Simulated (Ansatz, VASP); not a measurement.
Ni in VASP and in Ansatz

```
Ni
1.0
     0.00000    1.76044    1.76044
     1.76044    0.00000    1.76044
     1.76044    1.76044    0.00000
Ni
1
Direct
  0.00000 0.00000 0.00000
```

Alike in both runs: task single point; functional PBE; k mesh 13 × 13 × 13; occupations fermi-dirac, width 0.05 eV; collinear spin.

```csv
,VASP,Ansatz
version,VASP 6.6.1,Ansatz 0.2.0
potentials or method,"VASP PAW PBE potentials, release 64 (Ni)",Ansatz PAW
plane-wave cutoff (eV),520,420
valence electrons in the cell,10,18
```

```tsv
	VASP	Ansatz	Ansatz less VASP
gap on the k mesh at the Fermi level (eV)	none	none	-
pressure (GPa)	-0.4	-0.5	-0.02
net moment per atom (μB)	0.63	0.63	+0.007
size of the moment on the site where the two differ most (μB)	0.64	0.67	+0.033
```

Site moments also hang on the region over which each program counts them. A gap of «none» marks a metal or a gap that the smearing closes. VASP's potentials hold 10 valence electrons a cell and Ansatz's 18, so a difference there can come from the potentials and not from the codes.
